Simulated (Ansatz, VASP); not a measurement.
One calculation of Li, two programs

File INCAR:

```
SYSTEM = Li
PREC = Accurate ; ENCUT = 520
EDIFF = 1E-6 ; ISMEAR = 0
SIGMA = 0.1 ; LREAL = .False.
LASPH = .True. ; NELM = 80
ALGO = Fast ; ISIF = 2
LWAVE = .False. ; LCHARG = .False.
GGA = PE ; NBANDS = 30
```

The input KPOINTS:

```
Automatic mesh
0
Gamma
  6 2 4
  0 0 0
```

POSCAR

```
Li
1.0
    3.6456456400      0.0000000000      0.0000000000
    0.0000000000      9.8213920900      0.0000000000
    0.0000000000      0.0000000000      6.6506394400
Li
12
Direct
    0.4510114100      0.6340154500      0.1725784400
    0.0489885900      0.8659845500      0.1725784400
    0.5489885900      0.1340154500      0.3274215600
    0.9510114100      0.3659845500      0.3274215600
    0.5489885900      0.3659845500      0.8274215600
    0.9510114100      0.1340154500      0.8274215600
    0.4510114100      0.8659845500      0.6725784400
    0.0489885900      0.6340154500      0.6725784400
    0.0000000000      0.0000000000      0.5000000000
    0.5000000000      0.5000000000      0.5000000000
    0.0000000000      0.5000000000      0.0000000000
    0.5000000000      0.0000000000      0.0000000000
```

Input for Ansatz:

```yaml
crystal:
  lattice:
    - [3.64564564, 0.0, 0.0]
    - [0.0, 9.82139209, 0.0]
    - [0.0, 0.0, 6.65063944]
  atoms:
    - { symbol: Li, position: [0.45101141, 0.63401545, 0.17257844] }
    - { symbol: Li, position: [0.04898859, 0.86598455, 0.17257844] }
    - { symbol: Li, position: [0.54898859, 0.13401545, 0.32742156] }
    - { symbol: Li, position: [0.95101141, 0.36598455, 0.32742156] }
    - { symbol: Li, position: [0.54898859, 0.36598455, 0.82742156] }
    - { symbol: Li, position: [0.95101141, 0.13401545, 0.82742156] }
    - { symbol: Li, position: [0.45101141, 0.86598455, 0.67257844] }
    - { symbol: Li, position: [0.04898859, 0.63401545, 0.67257844] }
    - { symbol: Li, position: [0.0, 0.0, 0.5] }
    - { symbol: Li, position: [0.5, 0.5, 0.5] }
    - { symbol: Li, position: [0.0, 0.5, 0.0] }
    - { symbol: Li, position: [0.5, 0.0, 0.0] }
basis:
  ecutwfc: 420
kpoints:
  mp_grid: { grid: [6, 2, 4] }
hamiltonian:
  xc: pbe
scf:
  occupations: { method: gaussian, width: 0.1 }
  lower_state_search: "off"
output:
  forces: true
  stress: true
  eigenvalues: true
```

Alike in both runs: task single point; functional PBE; k mesh 6 × 2 × 4; occupations gaussian, width 0.1 eV; no spin polarisation.

```csv
,VASP,Ansatz
version,VASP 6.6.1,Ansatz 0.2.0
potentials or method,"VASP PAW PBE potentials, release 64 (Li_sv), cutoff 520 eV","scalar-relativistic, plane waves, PAW"
valence electrons in the cell,36,36
```

Ansatz gave:

* gap on the k mesh at the Fermi level (eV): none
* rms of the force components (eV/Å): 0.318

What did VASP give for the same quantities?

gap on the k mesh at the Fermi level (eV): none; rms of the force components (eV/Å): 0.320.

Atom by atom the forces differ by 0.001 eV/Å (rms over components). A gap of «none» marks a metal or a gap that the smearing closes. The functional is the same, so the differences come from potentials, cutoffs and numerics.

Noted on VASP's run: the cutoff is short for stress, so the pressure is rough.
